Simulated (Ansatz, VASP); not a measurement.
**Ge in VASP and in Ansatz**

Contents of INCAR:

```
SYSTEM = Ge
PREC = Accurate
ENCUT = 520
EDIFF = 1E-7
ISMEAR = 0
SIGMA = 0.15
LREAL = .FALSE.
LASPH = .TRUE.
NELM = 80
ALGO = Normal
ISIF = 2
LWAVE = .FALSE.
LCHARG = .FALSE.
GGA = PS
NBANDS = 21
```

File KPOINTS:

```
Automatic mesh
0
G
  20 20 20
  0 0 0
```

The input POSCAR:

```
Ge
1.0
   -2.5101274760      2.5101274760      1.4672832754
    2.5101274760     -2.5101274760      1.4672832754
    2.5101274760      2.5101274760     -1.4672832754
Ge
2
Direct
    0.2500000000      0.7500000000      0.5000000000
    0.5000000000      0.5000000000      0.0000000000
```

Input for Ansatz:

```yaml
crystal:
  lattice:
    - [-2.510127476, 2.510127476, 1.4672832754]
    - [2.510127476, -2.510127476, 1.4672832754]
    - [2.510127476, 2.510127476, -1.4672832754]
  atoms:
    - { symbol: Ge, position: [0.25, 0.75, 0.5] }
    - { symbol: Ge, position: [0.5, 0.5, 0.0] }
basis:
  ecutwfc: 420
kpoints:
  mp_grid: { grid: [20, 20, 20] }
hamiltonian:
  xc: pbesol
scf:
  occupations: { method: gaussian, width: 0.15 }
output:
  forces: true
  stress: true
  eigenvalues: true
```

Change from the starting cell: strain -0.025 along x and y, +0.050 along z, atoms carried along.

Alike in both runs: task single point; functional PBEsol; k mesh 20 × 20 × 20; occupations gaussian, width 0.15 eV; no spin polarisation.

|  | VASP | Ansatz |
| --- | --- | --- |
| version | VASP 6.6.1 | Ansatz 0.2.0 |
| potentials or method | VASP PAW PBE potentials, release 64 (Ge_d), cutoff 520 eV | scalar-relativistic, plane waves, PAW |
| valence electrons in the cell | 28 | 28 |

|  | VASP | Ansatz | Ansatz less VASP |
| --- | --- | --- | --- |
| gap on the k mesh at the Fermi level (eV) | none | none | - |
| pressure (GPa) | -0.2 | -0.1 | +0.11 |
| traceless stress, the component that is largest in VASP (GPa) | -2.58 | -2.61 | -0.027 |

VASP's potentials were made for PBE, not for PBEsol. A gap of «none» marks a metal or a gap that the smearing closes.
